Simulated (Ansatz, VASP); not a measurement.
Given: the input of a run of Ansatz 0.2.0 on TaWC2.

File input.yaml:

```yaml
crystal:
  lattice:
    - [1.5613054648, 0.9014201304, 5.067379582]
    - [-1.5613054648, 0.9014201304, 5.067379582]
    - [0.0, -1.8028402609, 5.067379582]
  atoms:
    - { symbol: W, position: [0.0, 0.0, 0.0] }
    - { symbol: Ta, position: [0.5, 0.5, 0.5] }
    - { symbol: C, position: [0.250933, 0.250933, 0.250933] }
    - { symbol: C, position: [0.749067, 0.749067, 0.749067] }
hamiltonian:
  xc: r2scan
  pseudopotentials: { kind: paw }
kpoints:
  mp_grid: { grid: [10, 10, 10] }
scf:
  occupations: { method: fermi_dirac, width: 0.05 }
output:
  forces: true
  stress: true
  eigenvalues: true
```

Potentials or basis: Ansatz PAW.

Command:

```sh
$ ansatz run input.yaml --threads 2 --pin off --max-ram 5632MiB --backend cpu --events-out ev --progress --plain --runs-dir out
```

Question: Set up the same calculation for VASP 6.6.1. Potentials there: VASP PAW PBE potentials, release 64 (W_sv, Ta_pv, C).

Answer: As run (the cutoff follows the program's own potentials):

Contents of POSCAR:

```
TaWC2
1.0
    1.5613054648      0.9014201304      5.0673795820
   -1.5613054648      0.9014201304      5.0673795820
    0.0000000000     -1.8028402609      5.0673795820
W Ta C
1 1 2
Direct
    0.0000000000      0.0000000000      0.0000000000
    0.5000000000      0.5000000000      0.5000000000
    0.2509330000      0.2509330000      0.2509330000
    0.7490670000      0.7490670000      0.7490670000
```

File INCAR.step1:

```
PREC = Accurate
ENCUT = 520
ISMEAR = -1
SIGMA = 0.05
LREAL = F
LASPH = T
NELM = 80
NBANDS = 24
GGA = PE
ALGO = Normal
EDIFF = 1E-4
LWAVE = T
LCHARG = F
```

Contents of INCAR.step2:

```
PREC = Accurate
ENCUT = 520
EDIFF = 1E-6
ISMEAR = -1
SIGMA = 0.05
LREAL = F
LASPH = T
NELM = 80
ALGO = Normal
ISIF = 2
LWAVE = F
LCHARG = F
METAGGA = R2SCAN
LMIXTAU = T
NBANDS = 24
ISTART = 1
```

The input KPOINTS:

```
regular mesh
0
Gamma
  10 10 10
```

Potentials or basis: VASP PAW PBE potentials, release 64 (W_sv, Ta_pv, C).

Command:

```bash
$ cat potpaw_PBE.64/W_sv/POTCAR potpaw_PBE.64/Ta_pv/POTCAR potpaw_PBE.64/C/POTCAR > POTCAR
$ cp INCAR.step1 INCAR
$ mpirun -np 1 vasp_std > vasp.out
$ cp INCAR.step2 INCAR
$ mpirun -np 1 vasp_std > vasp.out
```

Both were run:

|  | VASP | Ansatz | Ansatz less VASP |
| --- | --- | --- | --- |
| gap on the k mesh at the Fermi level (eV) | none | none | - |
| pressure (GPa) | 2.6 | 1.1 | -1.50 |
| traceless stress, the component that is largest in VASP (GPa) | -0.04 | -0.09 | -0.053 |
| rms of the force components (eV/Å) | 0.004 | 0.000 | -0.0034 |

VASP's potentials were made for PBE, not for r2SCAN. Atom by atom the forces differ by 0.003 eV/Å (rms over components). A gap of «none» marks a metal or a gap that the smearing closes. With one functional, cell and mesh, what is left measures potentials, basis and numerics. VASP's potentials hold 33 valence electrons a cell and Ansatz's 35, so a difference there can come from the potentials and not from the codes.

Neither program's run includes spin-orbit coupling.
